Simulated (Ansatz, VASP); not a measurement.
This is a calculation of Fe for VASP 6.6.1.

INCAR

```
PREC = Accurate ; ENCUT = 520
EDIFF = 1E-6 ; ISMEAR = -1
SIGMA = 0.05 ; LREAL = F
LASPH = T ; NELM = 150
ALGO = Normal ; ISIF = 2
LWAVE = F ; LCHARG = T
ISPIN = 2 ; MAGMOM = 3
LORBIT = 11 ; LMAXMIX = 4
GGA = PE ; LELF = T
LVHAR = T ; NBANDS = 14
```

File KPOINTS:

```
Automatic mesh
0
Gamma
  12 12 12
```

Contents of POSCAR:

```
Fe
1.0
    0.0000000000      1.8398804120      1.8398804120
    1.8398804120      0.0000000000      1.8398804120
    1.8398804120      1.8398804120      0.0000000000
Fe
1
Direct
    0.0000000000      0.0000000000      0.0000000000
```

Potentials or basis: VASP PAW PBE potentials, release 64 (Fe).

Command:

```sh
$ cat potpaw_PBE.64/Fe/POTCAR > POTCAR
$ mpirun -np 1 vasp_std > vasp.out
```

Set up the same calculation for Ansatz 0.2.0. Potentials there: all-electron LAPW, scalar-relativistic.

As run (the cutoff follows the program's own potentials):

Contents of input.yaml:

```yaml
crystal:
  lattice:
    - [0.0, 1.839880412, 1.839880412]
    - [1.839880412, 0.0, 1.839880412]
    - [1.839880412, 1.839880412, 0.0]
  atoms:
    - { symbol: Fe, position: [0.0, 0.0, 0.0], spin: 3.0 }
kpoints:
  mp_grid: { grid: [12, 12, 12] }
scf:
  occupations: { method: fermi_dirac, width: 0.05 }
hamiltonian:
  xc: pbe
  pseudopotentials: { kind: all_electron, lapw: { basis_error: 0.0005 } }
magnetization:
  spin_polarized: true
output:
  forces: true
  stress: true
  eigenvalues: true
```

Potentials or basis: all-electron LAPW, scalar-relativistic.

Run with:

```console
$ ansatz run input.yaml --threads 2 --pin off --max-ram 5120MiB --backend cpu --events-out ev --progress --plain --runs-dir out
```

Both were run:

|  | VASP | Ansatz | Ansatz less VASP |
| --- | --- | --- | --- |
| gap on the k mesh at the Fermi level (eV) | none | none | - |
| pressure (GPa) | -4.7 | -4.5 | +0.14 |
| net moment per atom (μB) | 2.66 | 2.66 | +0.004 |
| size of the moment on the site where the two differ most (μB) | 2.66 | 2.71 | +0.050 |

Site moments also hang on the region over which each program counts them. A gap of «none» marks a metal or a gap that the smearing closes. Ansatz ran all-electron here, and VASP with PAW potentials.
